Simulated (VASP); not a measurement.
# Si (a cell with a defect) in VASP: a series of runs, part 2 of 2

VASP 6.6.1.

## (3) Relaxation of the atoms, LDA

INCAR

```
SYSTEM = Si
ALGO = Normal
EDIFF = 1E-6
EDIFFG = -0.03
ENCUT = 520
IBRION = 2
ISIF = 2
ISMEAR = 0
LASPH = .True.
LCHARG = .False.
LREAL = Auto
LUSENCCL = .False.
LWAVE = .False.
NELECT = 250.0
NELM = 80
NSW = 80
PREC = Accurate
SIGMA = 0.05
```

KPOINTS

```
k-points
0
Gamma
  1 1 1
  0 0 0
```

POSCAR

```
Si
1.0
   10.8600000000      0.0000000000      0.0000000000
    0.0000000000     10.8600000000      0.0000000000
    0.0000000000      0.0000000000     10.8600000000
Si
63
Direct
    0.5000000000      0.0000000000      0.0000000000
    0.6250000000      0.1250000000      0.1250000000
    0.7500000000      0.2500000000      0.0000000000
    0.8750000000      0.3750000000      0.1250000000
    0.7500000000      0.0000000000      0.2500000000
    0.8750000000      0.1250000000      0.3750000000
    0.0000000000      0.0000000000      0.0000000000
    0.1250000000      0.1250000000      0.1250000000
    0.2500000000      0.2500000000      0.0000000000
    0.3750000000      0.3750000000      0.1250000000
    0.5000000000      0.5000000000      0.0000000000
    0.6250000000      0.6250000000      0.1250000000
    0.7500000000      0.7500000000      0.0000000000
    0.8750000000      0.8750000000      0.1250000000
    0.2500000000      0.0000000000      0.2500000000
    0.3750000000      0.1250000000      0.3750000000
    0.5000000000      0.2500000000      0.2500000000
    0.6250000000      0.3750000000      0.3750000000
    0.7500000000      0.5000000000      0.2500000000
    0.8750000000      0.6250000000      0.3750000000
    0.5000000000      0.0000000000      0.5000000000
    0.6250000000      0.1250000000      0.6250000000
    0.7500000000      0.2500000000      0.5000000000
    0.8750000000      0.3750000000      0.6250000000
    0.7500000000      0.0000000000      0.7500000000
    0.8750000000      0.1250000000      0.8750000000
    0.0000000000      0.5000000000      0.0000000000
    0.1250000000      0.6250000000      0.1250000000
    0.2500000000      0.7500000000      0.0000000000
    0.3750000000      0.8750000000      0.1250000000
    0.0000000000      0.2500000000      0.2500000000
    0.1250000000      0.3750000000      0.3750000000
    0.2500000000      0.5000000000      0.2500000000
    0.2500000000      0.7500000000      0.5000000000
    0.5000000000      0.7500000000      0.2500000000
    0.6250000000      0.8750000000      0.3750000000
    0.0000000000      0.0000000000      0.5000000000
    0.1250000000      0.1250000000      0.6250000000
    0.2500000000      0.2500000000      0.5000000000
    0.3750000000      0.3750000000      0.6250000000
    0.5000000000      0.5000000000      0.5000000000
    0.6250000000      0.6250000000      0.6250000000
    0.7500000000      0.7500000000      0.5000000000
    0.8750000000      0.8750000000      0.6250000000
    0.2500000000      0.0000000000      0.7500000000
    0.3750000000      0.1250000000      0.8750000000
    0.5000000000      0.2500000000      0.7500000000
    0.6250000000      0.3750000000      0.8750000000
    0.7500000000      0.5000000000      0.7500000000
    0.8750000000      0.6250000000      0.8750000000
    0.0000000000      0.7500000000      0.2500000000
    0.1250000000      0.8750000000      0.3750000000
    0.0000000000      0.5000000000      0.5000000000
    0.1250000000      0.6250000000      0.6250000000
    0.3750000000      0.8750000000      0.6250000000
    0.0000000000      0.2500000000      0.7500000000
    0.1250000000      0.3750000000      0.8750000000
    0.2500000000      0.5000000000      0.7500000000
    0.3750000000      0.6250000000      0.8750000000
    0.5000000000      0.7500000000      0.7500000000
    0.6250000000      0.8750000000      0.8750000000
    0.0000000000      0.7500000000      0.7500000000
    0.1250000000      0.8750000000      0.8750000000
```

Potentials or basis: VASP PAW LDA potentials, release 64 (Si).

Command:

```console
$ cat potpaw_LDA.64/Si/POTCAR > POTCAR
$ mpirun -np 1 vasp_gam > vasp.out
```

OUTCAR:

```text
SYSTEM = Si
   EDIFF = 1E-6
   EDIFFG = -0.03
   ENCUT = 520
   IBRION = 2
   ISIF = 2
   ISMEAR = 0
   LASPH = .True.
   LREAL = Auto
   NELECT = 250.0
   NELM = 80
   NSW = 80
   PREC = Accurate

 ion  position               nearest neighbor table
   1  0.500  0.000  0.000-   2 2.35  30 2.35  46 2.35  61 2.35
   2  0.625  0.125  0.125-   1 2.35   3 2.35   5 2.35  17 2.35
   3  0.750  0.250  0.000-   2 2.35   4 2.35  26 2.35  48 2.35
   4  0.875  0.375  0.125-   3 2.35  19 2.35  27 2.35  31 2.35
   5  0.750  0.000  0.250-   2 2.35   6 2.35  14 2.35  36 2.35
   6  0.875  0.125  0.375-   5 2.35  23 2.35  31 2.35  37 2.35
[... 55 lines left out ...]
  62  0.000  0.750  0.750-  44 2.35  50 2.35  54 2.35  63 2.35
  63  0.125  0.875  0.875-   7 2.35  29 2.35  45 2.35  62 2.35

  LATTYP: Found a simple cubic cell.
 ALAT       =    10.8600000000

  Lattice vectors:

 A1 = (  10.8600000000,   0.0000000000,   0.0000000000)
 A2 = (   0.0000000000,  10.8600000000,   0.0000000000)
 A3 = (   0.0000000000,   0.0000000000,  10.8600000000)

Analysis of symmetry for initial positions (statically):
=====================================================================
 Subroutine PRICEL returns:
 Original cell was already a primitive cell.

 Routine SETGRP: Setting up the symmetry group for a
 simple cubic supercell.

 Subroutine GETGRP returns: Found 24 space group operations
 (whereof  6 operations were pure point group operations)
 out of a pool of 48 trial point group operations.

The static configuration has the point symmetry C_3v.
 The point group associated with its full space group is T_d .

Analysis of symmetry for dynamics (positions and initial velocities):
=====================================================================
 Subroutine PRICEL returns:
 Original cell was already a primitive cell.

 Routine SETGRP: Setting up the symmetry group for a
[... 246 lines left out ...]

 number of electron     249.9999967 magnetization

 Free energy of the ion-electron system (eV)
  ---------------------------------------------------
  ext. energy  EPLUGINS =         0.00000000
  ---------------------------------------------------
  free energy    TOTEN  =      -377.52231119 eV

  energy without entropy =     -377.52231119  energy(sigma->0) =     -377.52231119

------------------------ aborting loop because EDIFF is reached ----------------------------------------

  FORCE on cell =-STRESS in cart. coord.  units (eV):
  Direction    XX          YY          ZZ          XY          YZ          ZX
  --------------------------------------------------------------------------------------
  -------------------------------------------------------------------------------------
  Total      -28.5989746    -28.5989746    -28.5989746      0.0000000      0.0000000     -0.0000000
  in kB      -35.7743350    -35.7743350    -35.7743350      0.0000000      0.0000000     -0.0000000
  external PRESSURE =     -35.7743350 kB  Pullay stress =       0.0000000 kB
[... 272 lines left out ...]
  FREE ENERGIE OF THE ION-ELECTRON SYSTEM (eV)
  ---------------------------------------------------
  free  energy   TOTEN  =      -377.6359888452 eV

  energy  without entropy=     -377.6359888452  energy(sigma->0) =     -377.63598885

[... ionic steps 4 to 8 ...]

--------------------------------------- Ionic step        9  -------------------------------------------

 number of electron     249.9999982 magnetization

------------------------ aborting loop because EDIFF is reached ----------------------------------------
[... 189 lines left out ...]
--------------------------------------- Ionic step       11  -------------------------------------------

 number of electron     249.9999979 magnetization

 Free energy of the ion-electron system (eV)
  ---------------------------------------------------
  ext. energy  EPLUGINS =         0.00000000
  ---------------------------------------------------
  free energy    TOTEN  =      -377.66106415 eV

  energy without entropy =     -377.66106415  energy(sigma->0) =     -377.66106415

 E-fermi :   5.5936     XC(G=0):  -9.5043

 val. band max:        5.3417760814   @ k =   0.0000   0.0000   0.0000
 cond. band min:       6.2224822089   @ k =   0.0000   0.0000   0.0000
 fundamental gap:      0.8807061275
 Fermi energy:         5.5936453531

 k-point     1 :       0.0000    0.0000    0.0000
  band No.  band energies     occupation
      1      -6.2745      2.00000
      2      -5.2334      2.00000
      3      -5.2334      2.00000
      4      -5.2334      2.00000
      5      -5.2191      2.00000
      6      -5.2191      2.00000
[... 129 lines left out ...]
    136       6.7190      0.00000
    137       6.7554      0.00000
 [bands above 137 left out]

------------------------ aborting loop because EDIFF is reached ----------------------------------------

  FORCE on cell =-STRESS in cart. coord.  units (eV):
  Direction    XX          YY          ZZ          XY          YZ          ZX
  --------------------------------------------------------------------------------------
  -------------------------------------------------------------------------------------
  Total      -27.2776742    -27.2776742    -27.2776742      0.0000000      0.0000000     -0.0000000
  in kB      -34.1215259    -34.1215259    -34.1215259      0.0000000      0.0000000     -0.0000000
  external PRESSURE =     -34.1215259 kB  Pullay stress =       0.0000000 kB
[... 78 lines left out ...]
  FREE ENERGIE OF THE ION-ELECTRON SYSTEM (eV)
  ---------------------------------------------------
  free  energy   TOTEN  =      -377.6610641549 eV

  energy  without entropy=     -377.6610641549  energy(sigma->0) =     -377.66106415

 reached required accuracy - stopping structural energy minimisation
```

OSZICAR:

```text
N       E                     dE             d eps       ncg     rms          rms(c)
DAV:   1     0.123383745809E+04    0.12338E+04   -0.10873E+05   314   0.140E+03
DAV:   2    -0.217357456031E+03   -0.14512E+04   -0.13747E+04   407   0.222E+02
DAV:   3    -0.380594835894E+03   -0.16324E+03   -0.15764E+03   380   0.660E+01
[... 84 lines left out ...]
DAV:   1    -0.377660719710E+03   -0.15402E-02   -0.76583E-02   322   0.494E-01    0.107E-01
DAV:   2    -0.377661094209E+03   -0.37450E-03   -0.44215E-03   372   0.135E-01    0.495E-02
DAV:   3    -0.377661072215E+03    0.21993E-04   -0.15208E-04   364   0.275E-02    0.322E-02
DAV:   4    -0.377661064191E+03    0.80248E-05   -0.33408E-05   372   0.112E-02    0.117E-02
DAV:   5    -0.377661064155E+03    0.35600E-07   -0.73984E-06   340   0.491E-03
  11 F= -.37766106E+03 E0= -.37766106E+03  d E =-.188476E-02
```

CONTCAR:

```text
Si
    1.000000000000000
    10.8599999999999994    0.0000000000000000    0.0000000000000000
     0.0000000000000000   10.8599999999999994    0.0000000000000000
     0.0000000000000000    0.0000000000000000   10.8599999999999994
  Si
    63
Direct
     0.5012648350893115    0.9994463588731091    0.0005536411268908
     0.6250257958696074    0.1247809567564970    0.1249742041303926
     0.7500652183713202    0.2499347816286798    0.9999347816286798
     0.8752190432435032    0.3749742041303926    0.1249742041303926
     0.7494463588731091    0.9994463588731091    0.2487351649106886
     0.8750000000000000    0.1250000000000000    0.3750000000000000
[... 55 lines left out ...]
     0.0005536411268908    0.7512648350893115    0.7494463588731091
     0.1249742041303926    0.8750257958696074    0.8747809567564968

  0.00000000E+00  0.00000000E+00  0.00000000E+00
  0.00000000E+00  0.00000000E+00  0.00000000E+00
  0.00000000E+00  0.00000000E+00  0.00000000E+00
  0.00000000E+00  0.00000000E+00  0.00000000E+00
  0.00000000E+00  0.00000000E+00  0.00000000E+00
  0.00000000E+00  0.00000000E+00  0.00000000E+00
[... 55 lines left out ...]
  0.00000000E+00  0.00000000E+00  0.00000000E+00
  0.00000000E+00  0.00000000E+00  0.00000000E+00
```

Run time: 3.3 min. Hardware: 1 × NVIDIA H100 80GB with 1 thread of AMD EPYC 7R13 (Zen 3), shared host; peak memory 1.7 GiB.

Results:

- Free energy: -377.6611 eV
- Energy gained by relaxing: 2.2 meV/atom
- Ionic steps: 11
- Largest force after relaxing: 0.024 eV/Å

Forces in eV/Å, atoms in the order of the input:
```
Si   0.022  0.002 -0.002
Si   0.002  0.009 -0.002
Si   0.009 -0.009 -0.009
Si  -0.009 -0.002 -0.002
Si   0.002  0.002 -0.022
Si   0.000  0.000  0.000
Si  -0.009  0.009 -0.009
Si  -0.002 -0.009 -0.002
Si  -0.022 -0.002 -0.002
Si  -0.007 -0.016 -0.016
Si  -0.004  0.004  0.009
Si   0.016  0.007 -0.016
Si   0.002  0.022 -0.002
Si   0.009  0.002 -0.002
Si   0.004 -0.009  0.004
Si   0.000  0.000  0.000
Si  -0.004  0.009  0.004
Si   0.016 -0.016  0.007
Si  -0.009  0.004  0.004
Si   0.000  0.000  0.000
Si  -0.004 -0.009 -0.004
Si   0.002 -0.009  0.002
Si   0.002 -0.002  0.022
Si   0.009 -0.002  0.002
Si   0.009  0.009  0.009
Si   0.000  0.000  0.000
Si  -0.002 -0.022 -0.002
Si  -0.016 -0.007 -0.016
Si   0.004 -0.004  0.009
Si   0.007  0.016 -0.016
Si  -0.002 -0.002 -0.022
Si  -0.016 -0.016 -0.007
Si  -0.009 -0.009 -0.009
Si  -0.009  0.009  0.009
Si   0.009  0.009 -0.009
Si   0.016  0.016 -0.007
Si  -0.002  0.002  0.022
Si  -0.002  0.009  0.002
Si   0.004  0.009 -0.004
Si   0.007 -0.016  0.016
Si   0.009 -0.009  0.009
Si   0.016 -0.007  0.016
Si  -0.009 -0.004 -0.004
Si  -0.009  0.002  0.002
Si  -0.022  0.002  0.002
Si   0.000  0.000  0.000
Si   0.022 -0.002  0.002
Si   0.002 -0.002  0.009
Si   0.002 -0.022  0.002
Si   0.000  0.000  0.000
Si   0.009 -0.004  0.004
Si  -0.016  0.016  0.007
Si   0.009  0.004 -0.004
Si  -0.016  0.007  0.016
Si  -0.007  0.016  0.016
Si  -0.009 -0.009  0.009
Si  -0.002 -0.002 -0.009
Si   0.004  0.004 -0.009
Si   0.000  0.000  0.000
Si  -0.004 -0.004 -0.009
Si   0.002  0.002 -0.009
Si  -0.002  0.022  0.002
Si  -0.002  0.002  0.009
```

Step by step:
| step | energy change (eV) | largest force (eV/Å) | pressure (GPa) |
| --- | --- | --- | --- |
| 1 | 0.0000 | 0.4189 | -3.58 |
| 2 | -0.1114 | 0.1362 | -3.57 |
| 3 | -0.1137 | 0.1227 | -3.57 |
| 4 | -0.1250 | 0.0957 | -3.55 |
| 5 | -0.1265 | 0.0823 | -3.54 |
| 6 | -0.1295 | 0.0718 | -3.53 |
| 7 | -0.1330 | 0.0523 | -3.49 |
| 8 | -0.1332 | 0.0461 | -3.48 |
| 9 | -0.1354 | 0.0327 | -3.46 |
| 10 | -0.1369 | 0.0335 | -3.43 |
| 11 | -0.1388 | 0.0236 | -3.41 |

Final structure:
```
Si
1.0
    10.86000    0.00000    0.00000
     0.00000   10.86000    0.00000
     0.00000    0.00000   10.86000
Si
63
Direct
  0.50126 0.99945 0.00055
  0.62503 0.12478 0.12497
  0.75007 0.24993 0.99993
  0.87522 0.37497 0.12497
  0.74945 0.99945 0.24874
  0.87500 0.12500 0.37500
  0.99993 0.00007 0.99993
  0.12497 0.12522 0.12497
  0.24874 0.25055 0.00055
  0.37750 0.37593 0.12593
  0.49996 0.50004 0.99899
  0.62407 0.62250 0.12593
  0.74945 0.75126 0.00055
  0.87478 0.87503 0.12497
  0.25004 0.00101 0.25004
  0.37500 0.12500 0.37500
  0.49996 0.24899 0.25004
  0.62407 0.37593 0.37250
  0.75101 0.50004 0.25004
  0.87500 0.62500 0.37500
  0.49996 0.00101 0.49996
  0.62503 0.12522 0.62503
  0.74945 0.25055 0.50126
  0.87478 0.37497 0.62503
  0.75007 0.00007 0.75007
  0.87500 0.12500 0.87500
  0.00055 0.49874 0.00055
  0.12593 0.62750 0.12593
  0.25004 0.74996 0.99899
  0.37250 0.87407 0.12593
  0.00055 0.25055 0.24874
  0.12593 0.37593 0.37750
  0.24614 0.49614 0.24614
  0.24614 0.75386 0.50386
  0.50386 0.75386 0.24614
  0.62407 0.87407 0.37750
  0.00055 0.99945 0.50126
  0.12497 0.12478 0.62503
  0.25004 0.24899 0.49996
  0.37250 0.37593 0.62407
  0.50386 0.49614 0.50386
  0.62407 0.62750 0.62407
  0.75101 0.74996 0.49996
  0.87522 0.87503 0.62503
  0.24874 0.99945 0.74945
  0.37500 0.12500 0.87500
  0.50126 0.25055 0.74945
  0.62503 0.37497 0.87478
  0.74945 0.49874 0.74945
  0.87500 0.62500 0.87500
  0.99899 0.74996 0.25004
  0.12593 0.87407 0.37250
  0.99899 0.50004 0.49996
  0.12593 0.62250 0.62407
  0.37750 0.87407 0.62407
  0.99993 0.24993 0.75007
  0.12497 0.37497 0.87522
  0.25004 0.50004 0.75101
  0.37500 0.62500 0.87500
  0.49996 0.74996 0.75101
  0.62503 0.87503 0.87522
  0.00055 0.75126 0.74945
  0.12497 0.87503 0.87478
```

Caveat: the k points lie up to 0.58 Å⁻¹ apart; the cell carries a net charge on a neutralising background, which shifts energy and pressure; the cell is charged against a uniform background, so pressure and absolute levels hang on convention.
